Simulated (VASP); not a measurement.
# Al2Cu (R3m) in VASP: notebook, part 2 of 2

VASP 6.6.1. The steps go on from the part before.

## (3) Single point, PBE

This run uses another cell than the first one, of 17.53 Å³/atom.

Contents of INCAR:

```
SYSTEM = Al2Cu
PREC = Accurate
ENCUT = 520
EDIFF = 1E-7
ISMEAR = 0
SIGMA = 0.1
LREAL = .FALSE.
LASPH = .TRUE.
NELM = 60
ALGO = Fast
ISIF = 2
LWAVE = .FALSE.
LCHARG = .TRUE.
GGA = PE
LELF = .TRUE.
LVHAR = .TRUE.
NBANDS = 16
```

Contents of KPOINTS:

```
regular mesh
0
G
  6 6 6
  0 0 0
```

Contents of POSCAR:

```
Al2Cu
1.0
    2.1294149164      1.2294182752      3.3483370987
   -2.1294149164      1.2294182752      3.3483370987
    0.0000000000     -2.4588365504      3.3483370987
Al Cu
2 1
Direct
    0.6682574898      0.6682574898      0.6682574898
    0.9272391293      0.9272391293      0.9272391293
    0.1849974910      0.1849974910      0.1849974910
```

Potentials or basis: VASP PAW PBE potentials, release 64 (Al, Cu).

Command:

```
$ cat potpaw_PBE.64/Al/POTCAR potpaw_PBE.64/Cu/POTCAR > POTCAR
$ mpirun -np 1 vasp_std > vasp.out
```

OUTCAR:

```text
SYSTEM = Al2Cu
   PREC = Accurate
   ENCUT = 520
   EDIFF = 1E-7
   ISMEAR = 0
   LREAL = .FALSE.
   LASPH = .TRUE.
   NELM = 60
   ISIF = 2
   GGA = PE

 ion  position               nearest neighbor table
   1  0.668  0.668  0.668-   2 2.57   2 2.57   2 2.57   2 2.60   3 2.88   3 2.88   3 2.88   3 3.07
                             3 3.07   3 3.07
   2  0.927  0.927  0.927-   1 2.57   1 2.57   1 2.57   3 2.57   3 2.57   3 2.57   3 2.59   1 2.60

   3  0.185  0.185  0.185-   2 2.57   2 2.57   2 2.57   2 2.59   1 2.88   1 2.88   1 2.88   1 3.07
                             1 3.07   1 3.07

  LATTYP: Found a trigonal (rhomboedric) cell.
 ALAT       =     4.1541832540
 COS(alpha) =     0.4744920650

  Lattice vectors:

 A1 = (   2.1294149164,   1.2294182752,   3.3483370987)
 A2 = (  -2.1294149164,   1.2294182752,   3.3483370987)
 A3 = (   0.0000000000,  -2.4588365504,   3.3483370987)

Analysis of symmetry for initial positions (statically):
=====================================================================
 Subroutine PRICEL returns:
 Original cell was already a primitive cell.

 Routine SETGRP: Setting up the symmetry group for a
 trigonal (rhombohedral) supercell.

 Subroutine GETGRP returns: Found  6 space group operations
 (whereof  6 operations were pure point group operations)
 out of a pool of 12 trial point group operations.

The static configuration has the point symmetry C_3v.

Analysis of symmetry for dynamics (positions and initial velocities):
=====================================================================
 Subroutine PRICEL returns:
 Original cell was already a primitive cell.

 Routine SETGRP: Setting up the symmetry group for a
 trigonal (rhombohedral) supercell.

 Subroutine GETGRP returns: Found  6 space group operations
 (whereof  6 operations were pure point group operations)
 out of a pool of 12 trial point group operations.

The dynamic configuration has the point symmetry C_3v.
[... 120 lines left out ...]
     AMIX     =   0.40;   BMIX     =  1.00
     AMIX_MAG =   1.60;   BMIX_MAG =  1.00
  volume/ion in A,a.u.               =      17.53       118.31
  Fermi-wavevector in a.u.,A,eV,Ry     =   1.123512  2.123130 17.174348  1.262279
  Thomas-Fermi vector in A             =   2.260178
   LORBIT       =      0    0 simple, 1 ext, 2 COOP (PROOUT), +10 PAW based schemes
   GGA     = PE    functional components
   LHFCALC =     F    Hartree Fock is set to
   AEXX    =    0.0000 exact exchange contribution
   IVDW    =     0    specifies the selected vdW correction
   LEPSILON=     F    determine dielectric tensor
   LRPA    =     F    only Hartree local field effects (RPA)
 non-spin polarized calculation
 RMM-DIIS sequential band-by-band and
 Gauss-broadening in eV      SIGMA  =   0.10
  energy-cutoff  :      520.00
  volume of cell :       52.59
 maximum number of plane-waves:      1426
   NGX = 15   NGY = 15   NGZ = 15

 number of electron      17.0000001 magnetization

 Free energy of the ion-electron system (eV)
  ---------------------------------------------------
  ext. energy  EPLUGINS =         0.00000000
  ---------------------------------------------------
  free energy    TOTEN  =       -10.76213646 eV

  energy without entropy =      -10.75419402  energy(sigma->0) =      -10.75816524

 E-fermi :   5.9209     XC(G=0): -10.0374

 val. band max:        5.8381875377   @ k =   0.3333   0.3333   0.1667
 cond. band min:       5.9272575061   @ k =   0.5000   0.1667  -0.0000
 fundamental gap:      0.0890699684
 Fermi energy:         5.9209322283

 k-point     1 :       0.0000    0.0000    0.0000
  band No.  band energies     occupation
      1      -3.6796      2.00000
      2       2.5035      2.00000
      3       2.5035      2.00000
      4       2.5873      2.00000
      5       2.7870      2.00000
      6       2.7870      2.00000
[... 433 lines left out ...]
      3       2.0862      2.00000
      4       2.6327      2.00000
      5       2.8850      2.00000
      6       2.9537      2.00000
[... 8 lines left out ...]
     15      16.2292      0.00000
     16      17.6946      0.00000

 [... further k-points ...]

------------------------ aborting loop because EDIFF is reached ----------------------------------------

  FORCE on cell =-STRESS in cart. coord.  units (eV):
  Direction    XX          YY          ZZ          XY          YZ          ZX
  --------------------------------------------------------------------------------------
  -------------------------------------------------------------------------------------
  Total        0.0091822      0.0091822      0.0202997     -0.0000000     -0.0000000      0.0000000
  in kB        0.2797145      0.2797145      0.6183866     -0.0000000     -0.0000000      0.0000000
  external PRESSURE =       0.3926052 kB  Pullay stress =       0.0000000 kB

 VOLUME and BASIS-vectors are now :
 -----------------------------------------------------------------------------
  energy-cutoff  :      520.00
  volume of cell :       52.59
      direct lattice vectors                 reciprocal lattice vectors
     2.129414916  1.229418275  3.348337099     0.234806282  0.135565470  0.099551904
    -2.129414916  1.229418275  3.348337099    -0.234806282  0.135565470  0.099551904
     0.000000000 -2.458836550  3.348337099     0.000000000 -0.271130941  0.099551904

 POSITION                                       TOTAL-FORCE (eV/Angst)
 -----------------------------------------------------------------------------------
      0.00000      0.00000      6.71265         0.000000     -0.000000      0.003880
      0.00000      0.00000      9.31413         0.000000     -0.000000      0.003429
      0.00000      0.00000      1.85830         0.000000      0.000000     -0.007309
 -----------------------------------------------------------------------------------
    total drift:                                0.000000     -0.000000      0.000607

  FREE ENERGIE OF THE ION-ELECTRON SYSTEM (eV)
  ---------------------------------------------------
  free  energy   TOTEN  =       -10.7621364630 eV

  energy  without entropy=      -10.7541940214  energy(sigma->0) =      -10.75816524
```

stdout:

```text
POSCAR found type information on POSCAR AlCu
 POSCAR found :  2 types and       3 ions
 scaLAPACK will be used
 LDA part: xc-table for (Slater+PW92), standard interpolation
 POSCAR, INCAR and KPOINTS ok, starting setup
 FFT: planning ... GRIDC
 FFT: planning ... GRID_SOFT
 FFT: planning ... GRID
 WAVECAR not read
 entering main loop
```

It took 20 s on 1 thread of Intel Xeon Platinum 8488C (Sapphire Rapids), shared host; peak memory 0.18 GiB.

What came out:

```yaml
Free_energy: -10.7621 eV
Pressure: 0.0 GPa
Largest_force: 0.007 eV/Å
Band_gap_on_the_k_mesh: zero (an odd number of electrons rules out a gap without spin polarisation)
```

Forces in eV/Å, atoms in the order of the input:
```
Al   0.000  0.000  0.004
Al   0.000  0.000  0.003
Cu   0.000  0.000 -0.007
```

Levels at points of the mesh, in eV from the Fermi level:
```
           k point  band 5  band 6  band 7  band 8  band 9  band 10  band 11  band 12
(0.00, 0.00, 0.00)   -3.13   -3.13    1.37    1.37    1.78     2.84     2.84     3.28
(0.50, 0.00, 0.00)   -3.07   -3.04   -2.92    0.65    1.16     2.23     2.60     2.82
(0.50, 0.50, 0.00)   -3.07   -3.02   -2.79   -1.93   -1.55    -0.46     1.91     8.95
(0.50, 0.50, 0.50)   -3.02   -3.02   -2.86    0.76    0.76     1.82     2.27     2.27
```
